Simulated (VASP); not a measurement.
# AlNi (Pm-3m) in VASP: a series of runs

The runs below take AlNi through vibrations by perturbation theory, with LDA.

Program: VASP 6.6.1. These are calculated values, not measurements. Logs are shortened: lines on timing, memory, paths and dates and some standing lists are left out, and cuts for length are marked.

### Step 1. The cell of the first run

It takes space group Pm-3m (No. 221, cubic). Conventional cell: a = 2.819 Å, b = 2.819 Å, c = 2.819 Å, α = 90.00°, β = 90.00°, γ = 90.00°. Al (site symmetry m-3m) has 8 Ni at 2.44 Å and 6 Al at 2.82 Å within 3.2 Å. Ni (site symmetry m-3m) has 8 Al at 2.44 Å and 6 Ni at 2.82 Å within 3.2 Å.

### Step 2. Vibrations by perturbation theory, LDA (11.20 Å³/atom)

The input, INCAR:

```
PREC = Accurate
ENCUT = 520
EDIFF = 1E-8
ISMEAR = -1
SIGMA = 0.08
LREAL = F
LASPH = T
NELM = 100
ALGO = Normal
ISIF = 2
LWAVE = F
LCHARG = T
GGA = CA
NBANDS = 14
IBRION = 8
NSW = 1
```

The input, KPOINTS:

```
Automatic mesh
0
Gamma
  12 12 12
```

The input, POSCAR:

```
AlNi
1.0
    2.8187826112      0.0000000000      0.0000000000
    0.0000000000      2.8187826112      0.0000000000
    0.0000000000      0.0000000000      2.8187826112
Al Ni
1 1
Direct
    0.0000000000      0.0000000000      0.0000000000
    0.5000000000      0.5000000000      0.5000000000
```

Potentials or basis: VASP PAW LDA potentials, release 64 (Al, Ni).

Command:

```sh
cat potpaw_LDA.64/Al/POTCAR potpaw_LDA.64/Ni/POTCAR > POTCAR
mpirun -np 1 vasp_std > vasp.out
```

OUTCAR:

```text
PREC = Accurate
   ENCUT = 520
   EDIFF = 1E-8
   ISMEAR = -1
   LREAL = F
   LASPH = T
   NELM = 100
   ISIF = 2
   GGA = CA
   IBRION = 8
   NSW = 1

 ion  position               nearest neighbor table
   1  0.000  0.000  0.000-   2 2.44   2 2.44   2 2.44   2 2.44   2 2.44   2 2.44   2 2.44   2 2.44

   2  0.500  0.500  0.500-   1 2.44   1 2.44   1 2.44   1 2.44   1 2.44   1 2.44   1 2.44   1 2.44

  LATTYP: Found a simple cubic cell.
 ALAT       =     2.8187826112

  Lattice vectors:

 A1 = (   2.8187826112,   0.0000000000,   0.0000000000)
 A2 = (   0.0000000000,   2.8187826112,   0.0000000000)
 A3 = (   0.0000000000,   0.0000000000,   2.8187826112)

Analysis of symmetry for initial positions (statically):
=====================================================================
 Subroutine PRICEL returns:
 Original cell was already a primitive cell.

 Routine SETGRP: Setting up the symmetry group for a
 simple cubic supercell.

 Subroutine GETGRP returns: Found 48 space group operations
 (whereof 48 operations were pure point group operations)
 out of a pool of 48 trial point group operations.

The static configuration has the point symmetry O_h .

Analysis of symmetry for dynamics (positions and initial velocities):
=====================================================================
 Subroutine PRICEL returns:
 Original cell was already a primitive cell.

 Routine SETGRP: Setting up the symmetry group for a
 simple cubic supercell.

 Subroutine GETGRP returns: Found 48 space group operations
 (whereof 48 operations were pure point group operations)
 out of a pool of 48 trial point group operations.

The dynamic configuration has the point symmetry O_h .

 Subroutine INISYM returns: Found 48 space group operations
 (whereof 48 operations are pure point group operations),
 and found     1 'primitive' translations

----------------------------------------------------------------------------------------

                                     Primitive cell

  volume of cell :      22.3967

  direct lattice vectors                    reciprocal lattice vectors
     2.818782611  0.000000000  0.000000000     0.354763080  0.000000000  0.000000000
     0.000000000  2.818782611  0.000000000     0.000000000  0.354763080  0.000000000
     0.000000000  0.000000000  2.818782611     0.000000000  0.000000000  0.354763080

  length of vectors
     2.818782611  2.818782611  2.818782611     0.354763080  0.354763080  0.354763080

  position of ions in fractional coordinates (direct lattice)
     0.000000000  0.000000000  0.000000000
     0.500000000  0.500000000  0.500000000

  ion indices of the primitive-cell ions
   primitive index   ion index
                 1           1
                 2           2

----------------------------------------------------------------------------------------

 KPOINTS: Automatic mesh

Automatic generation of k-mesh.
 Grid dimensions read from file:
 generate k-points for:   12   12   12

 Generating k-lattice:

  Cartesian coordinates                     Fractional coordinates (reciprocal lattice)
     0.029563590  0.000000000  0.000000000     0.083333333  0.000000000  0.000000000
     0.000000000  0.029563590  0.000000000     0.000000000  0.083333333  0.000000000
     0.000000000  0.000000000  0.029563590     0.000000000  0.000000000  0.083333333

  Length of vectors
     0.029563590  0.029563590  0.029563590

  Shift w.r.t. Gamma in fractional coordinates (k-lattice)
     0.000000000  0.000000000  0.000000000

 Subroutine IBZKPT returns following result:
 ===========================================

 Found     84 irreducible k-points:

 Following reciprocal coordinates:
            Coordinates               Weight
  0.000000  0.000000  0.000000      1.000000
  0.083333  0.000000  0.000000      6.000000
  0.166667  0.000000  0.000000      6.000000
  0.250000  0.000000  0.000000      6.000000
  0.333333  0.000000  0.000000      6.000000
  0.416667  0.000000  0.000000      6.000000
[... 16 lines left out ...]
  0.333333  0.333333  0.000000     12.000000
  0.416667  0.333333  0.000000     24.000000
 [... further k-points ...]
   k-points           NKPTS =     84   k-points in BZ     NKDIM =     84   number of bands    NBANDS=     14
   number of dos      NEDOS =    301   number of ions     NIONS =      2
   total plane-waves  NPLWV =  13824
   dimension x,y,z NGX =    24 NGY =   24 NGZ =   24
   dimension x,y,z NGXF=    48 NGYF=   48 NGZF=   48
   ions per type =               1   1
[... 16 lines left out ...]
   IBRION =      8    ionic relax: 0-MD 1-quasi-New 2-CG
   NFREE  =      0    steps in history (QN), initial steepest desc. (CG)
   ISIF   =      2    stress and relaxation
   ISYM   =      2    0-nonsym 1-usesym 2-fastsym
   POTIM  = 0.5000    time-step for ionic-motion
   TEBEG  =    0.0;   TEEND  =   0.0 temperature during run
   PSTRESS=    0.0 pullay stress
   NELECT =      13.0000    total number of electrons
   NUPDOWN=      -1.0000    fix difference up-down
   EMIN   =  10.00;   EMAX   =-10.00  energy-range for DOS
   EFERMI =   0.00;   METHOD = LEGACY
   ISMEAR =    -1;   SIGMA  =   0.08  broadening in eV -4-tet -1-fermi 0-gaus
   EFERMI_NEDOS =   21; number of points for ismear=-14 and -15
   IALGO  =     38    algorithm
   IMIX   =      4    mixing-type and parameters
     AMIX     =   0.40;   BMIX     =  1.00
     AMIX_MAG =   1.60;   BMIX_MAG =  1.00
  volume/ion in A,a.u.               =      11.20        75.57
  Fermi-wavevector in a.u.,A,eV,Ry     =   1.365613  2.580635 25.373496  1.864899
  Thomas-Fermi vector in A             =   2.491826
   LORBIT       =      0    0 simple, 1 ext, 2 COOP (PROOUT), +10 PAW based schemes
   GGA     = CA    functional components
   LHFCALC =     F    Hartree Fock is set to
   AEXX    =    0.0000 exact exchange contribution
   IVDW    =     0    specifies the selected vdW correction
   LEPSILON=     F    determine dielectric tensor
   LRPA    =     F    only Hartree local field effects (RPA)
 non-spin polarized calculation
  energy-cutoff  :      520.00
  volume of cell :       22.40
 maximum number of plane-waves:       624
 NGX is ok and might be reduce to    24
   NGX = 11   NGY = 11   NGZ = 11

--------------------------------------- Ionic step        1  -------------------------------------------

 number of electron      12.9999989 magnetization

 Free energy of the ion-electron system (eV)
  ---------------------------------------------------
  ext. energy  EPLUGINS =         0.00000000
  ---------------------------------------------------
  free energy    TOTEN  =       -12.19912538 eV

  energy without entropy =      -12.18189838  energy(sigma->0) =      -12.19051188

 E-fermi :  10.6791     XC(G=0): -12.6227

 val. band max:       10.6595035729   @ k =   0.5000   0.4167   0.3333
 cond. band min:      10.7055773631   @ k =   0.3333   0.1667   0.0000
 fundamental gap:      0.0460737902
 Fermi energy:        10.6791353333

 k-point     1 :       0.0000    0.0000    0.0000
  band No.  band energies     occupation
      1      -0.9266      2.00000
      2       7.0662      2.00000
      3       7.0662      2.00000
      4       8.9349      2.00000
      5       8.9349      2.00000
      6       8.9349      2.00000
      7      16.3943      0.00000
      8      16.3943      0.00000
      9      16.3943      0.00000
     10      19.0763      0.00000
     11      19.0763      0.00000
     12      25.4129      0.00000
     13      32.2149      0.00000
     14      32.2149      0.00000
[... 377 lines left out ...]
      1       3.9083      2.00000
      2       6.0104      2.00000
      3       7.5644      2.00000
      4       8.0057      2.00000
      5       8.3392      2.00000
      6       8.4932      2.00000
      7      10.0480      1.99925
      8      13.3274      0.00000
      9      15.4884      0.00000
     10      22.1526      0.00000
     11      23.9284      0.00000
     12      24.8647      0.00000
     13      27.0113      0.00000
     14      27.3297      0.00000

 [... further k-points ...]

------------------------ aborting loop because EDIFF is reached ----------------------------------------

  FORCE on cell =-STRESS in cart. coord.  units (eV):
  Direction    XX          YY          ZZ          XY          YZ          ZX
  --------------------------------------------------------------------------------------
  -------------------------------------------------------------------------------------
  Total        0.4470223      0.4470223      0.4470223      0.0000000      0.0000000     -0.0000000
  in kB       31.9782771     31.9782771     31.9782771      0.0000000      0.0000000     -0.0000000
  external PRESSURE =      31.9782771 kB  Pullay stress =       0.0000000 kB

 VOLUME and BASIS-vectors are now :
 -----------------------------------------------------------------------------
  energy-cutoff  :      520.00
  volume of cell :       22.40
      direct lattice vectors                 reciprocal lattice vectors
     2.818782611  0.000000000  0.000000000     0.354763080  0.000000000  0.000000000
     0.000000000  2.818782611  0.000000000     0.000000000  0.354763080  0.000000000
     0.000000000  0.000000000  2.818782611     0.000000000  0.000000000  0.354763080

 POSITION                                       TOTAL-FORCE (eV/Angst)
 -----------------------------------------------------------------------------------
      0.00000      0.00000      0.00000         0.000000      0.000000      0.000000
      1.40939      1.40939      1.40939         0.000000      0.000000      0.000000
 -----------------------------------------------------------------------------------
    total drift:                                0.000000      0.000000     -0.000000

  FREE ENERGIE OF THE ION-ELECTRON SYSTEM (eV)
  ---------------------------------------------------
  free  energy   TOTEN  =       -12.1991253778 eV

  energy  without entropy=      -12.1818983780  energy(sigma->0) =      -12.19051188

[... ionic steps 2 to 3 ...]

--------------------------------------- Ionic step        4  -------------------------------------------

------------------------ aborting loop because EDIFF is reached ----------------------------------------

[... ionic steps 5 to 6 ...]

--------------------------------------- Ionic step        7  -------------------------------------------

 Free energy of the ion-electron system (eV)
  ---------------------------------------------------
  ---------------------------------------------------
  free energy    TOTEN  =        -0.18671931 eV

  energy without entropy =       -0.18671930

------------------------ aborting loop because EDIFF is reached ----------------------------------------

 INTERNAL STRAIN TENSOR  FOR ION    2  DIRECTION 1   (eV/Angst):
 -----------------------------------------------------------------------------
     0.03270  0.00000  0.00000
    -0.00000  0.00916  0.00000
    -0.00000  0.00000  0.00916

 INTERNAL STRAIN TENSOR FOR ION    2 for displacements in x,y,z  (eV/Angst):
          X           Y           Z          XY          YZ          ZX
  --------------------------------------------------------------------------------
  x     0.00000     0.00000     0.00000     0.00000     0.00000     0.00000
  y     0.00000     0.00000     0.00000     0.00000     0.00000     0.00000
  z     0.00000     0.00000     0.00000     0.00000     0.00000     0.00000

 SECOND DERIVATIVES (NOT SYMMETRIZED)
 ------------------------------------
               1X          1Y          1Z          2X          2Y          2Z
  1X    -6.886572    0.000000   -0.000000    6.886572   -0.000000    0.000000
  1Y     0.000000   -6.886572   -0.000000   -0.000000    6.886572    0.000000
  1Z     0.000000   -0.000000   -6.886572    0.000000    0.000000    6.886572
  2X     6.883983    0.000000    0.000000   -6.883983   -0.000000   -0.000000
  2Y     0.000000    6.883983   -0.000000   -0.000000   -6.883983    0.000000
  2Z     0.000000    0.000000    6.883983   -0.000000   -0.000000   -6.883983

 Eigenvectors and eigenvalues of the dynamical matrix
 ----------------------------------------------------

   1 f  =    9.541846 THz    59.953186 2PiTHz  318.281721 cm-1    39.461886 meV
             X         Y         Z           dx          dy          dz
      0.000000  0.000000  0.000000     0.000000    0.000000   -0.827734
      1.409391  1.409391  1.409391     0.000000    0.000000    0.561121
[... 21 lines left out ...]
   6 f/i=    0.000833 THz     0.005234 2PiTHz    0.027786 cm-1     0.003445 meV
             X         Y         Z           dx          dy          dz
      0.000000  0.000000  0.000000     0.518907   -0.031124    0.211243
      1.409391  1.409391  1.409391     0.765463   -0.045912    0.311613

--------------------------------------------------------------------------------------------------------

 ELASTIC MODULI CONTR FROM IONIC RELAXATION (kBar)
 Direction    XX          YY          ZZ          XY          YZ          ZX
 --------------------------------------------------------------------------------
 XX           0.0000      0.0000      0.0000      0.0000      0.0000      0.0000
 YY           0.0000      0.0000      0.0000      0.0000      0.0000      0.0000
 ZZ           0.0000      0.0000      0.0000      0.0000      0.0000      0.0000
 XY           0.0000      0.0000      0.0000      0.0000      0.0000      0.0000
 YZ           0.0000      0.0000      0.0000      0.0000      0.0000      0.0000
 ZX           0.0000      0.0000      0.0000      0.0000      0.0000      0.0000
 --------------------------------------------------------------------------------
```

It took 2.3 min on 1 thread of Intel Xeon 8259CL, shared host; peak memory 0.27 GiB.

What came out:

```
Highest phonon frequency at Γ : 318 cm⁻¹
```

Phonon frequencies in cm⁻¹ (negative: imaginary):
```
              q point        frequencies
(0.000, 0.000, 0.000)  0 0 0 318 318 318
```

Caveat: the cell stands under pressure or tension, which shifts response properties.

### Step 3. Vibrations by perturbation theory, LDA (11.20 Å³/atom)

The input, INCAR:

```
PREC     = Accurate       # precision mode
ENCUT    = 520            # plane-wave cutoff, eV
EDIFF    = 1E-8           # SCF threshold, eV
ISMEAR   = -1             # smearing method
SIGMA    = 0.08           # smearing width, eV
LREAL    = False          # projectors in reciprocal space
LASPH    = True           # aspherical terms in the spheres
NELM     = 60             # most SCF steps
ALGO     = Normal         # electronic algorithm
ISIF     = 2              # what is computed and relaxed
LWAVE    = False          # write WAVECAR
LCHARG   = True           # write CHGCAR
NBANDS   = 14             # bands
IBRION   = 8              # ionic algorithm
NSW      = 1              # ionic steps
```

The input, KPOINTS:

```
regular mesh
0
Gamma
  12 12 12
```

POSCAR is that of step 2.

Potentials or basis: VASP PAW LDA potentials, release 64 (Al, Ni).

Command:

```sh
cat potpaw_LDA.64/Al/POTCAR potpaw_LDA.64/Ni/POTCAR > POTCAR
mpirun -np 1 vasp_std > vasp.out
```

OUTCAR:

```text
PREC = Accurate
   ENCUT = 520
   EDIFF = 1E-8
   ISMEAR = -1
   LREAL = False
   LASPH = True
   NELM = 60
   ISIF = 2
   IBRION = 8
   NSW = 1

 ion  position               nearest neighbor table
   1  0.000  0.000  0.000-   2 2.44   2 2.44   2 2.44   2 2.44   2 2.44   2 2.44   2 2.44   2 2.44

   2  0.500  0.500  0.500-   1 2.44   1 2.44   1 2.44   1 2.44   1 2.44   1 2.44   1 2.44   1 2.44

  LATTYP: Found a simple cubic cell.
 ALAT       =     2.8187826112

  Lattice vectors:

 A1 = (   2.8187826112,   0.0000000000,   0.0000000000)
[... 663 lines left out ...]
  1X    -6.886572    0.000000   -0.000000    6.886572   -0.000000    0.000000
  1Y     0.000000   -6.886572   -0.000000   -0.000000    6.886572    0.000000
  1Z     0.000000   -0.000000   -6.886572    0.000000    0.000000    6.886572
  2X     6.883983    0.000000    0.000000   -6.883983   -0.000000   -0.000000
  2Y     0.000000    6.883983   -0.000000   -0.000000   -6.883983    0.000000
  2Z     0.000000    0.000000    6.883983   -0.000000   -0.000000   -6.883983

 Eigenvectors and eigenvalues of the dynamical matrix
 ----------------------------------------------------

   1 f  =    9.541846 THz    59.953186 2PiTHz  318.281721 cm-1    39.461886 meV
             X         Y         Z           dx          dy          dz
      0.000000  0.000000  0.000000     0.000000    0.000000   -0.827734
      1.409391  1.409391  1.409391     0.000000    0.000000    0.561121
[... 21 lines left out ...]
   6 f/i=    0.000833 THz     0.005234 2PiTHz    0.027786 cm-1     0.003445 meV
             X         Y         Z           dx          dy          dz
      0.000000  0.000000  0.000000     0.518907   -0.031124    0.211243
      1.409391  1.409391  1.409391     0.765463   -0.045912    0.311613

--------------------------------------------------------------------------------------------------------

 ELASTIC MODULI CONTR FROM IONIC RELAXATION (kBar)
 Direction    XX          YY          ZZ          XY          YZ          ZX
 --------------------------------------------------------------------------------
 XX           0.0000      0.0000      0.0000      0.0000      0.0000      0.0000
 YY           0.0000      0.0000      0.0000      0.0000      0.0000      0.0000
 ZZ           0.0000      0.0000      0.0000      0.0000      0.0000      0.0000
 XY           0.0000      0.0000      0.0000      0.0000      0.0000      0.0000
 YZ           0.0000      0.0000      0.0000      0.0000      0.0000      0.0000
 ZX           0.0000      0.0000      0.0000      0.0000      0.0000      0.0000
 --------------------------------------------------------------------------------
```

OSZICAR:

```text
N       E                     dE             d eps       ncg     rms          rms(c)
DAV:   1     0.413655730452E+02    0.41366E+02   -0.54800E+03  2408   0.997E+02
DAV:   2    -0.118263907238E+02   -0.53192E+02   -0.47848E+02  2496   0.186E+02
[... 40 lines left out ...]
RMM:   7    -0.186723051127E+00    0.94826E-05   -0.13591E-07 10235   0.254E-03    0.401E-04
RMM:   8    -0.186720155144E+00    0.28960E-05   -0.99301E-09 10372   0.602E-04    0.999E-05
RMM:   9    -0.186719483250E+00    0.67189E-06   -0.15232E-09 10443   0.173E-04    0.239E-05
RMM:  10    -0.186719249724E+00    0.23353E-06    0.55359E-11 10377   0.604E-05    0.152E-05
RMM:  11    -0.186719302785E+00   -0.53062E-07   -0.31077E-10 10269   0.345E-05    0.201E-06
RMM:  12    -0.186719307536E+00   -0.47509E-08   -0.17870E-10 10759   0.161E-05    0.121E-06
 Linear response finished
```

Wall time 2.7 min (1 thread of Intel Xeon 8259CL, shared host); peak memory 0.27 GiB.

Results:

```yaml
Highest_phonon_frequency_at_Γ: 318 cm⁻¹
```

Phonon frequencies in cm⁻¹ (negative: imaginary):
| q point | frequencies |
| --- | --- |
| (0.000, 0.000, 0.000) | 0 0 0 318 318 318 |

Caveat: the cell stands under pressure or tension, which shifts response properties. Spin polarisation is off, so any magnetic state and its effect on volume and gap are missing.

(Continued in part 2 of 3.)
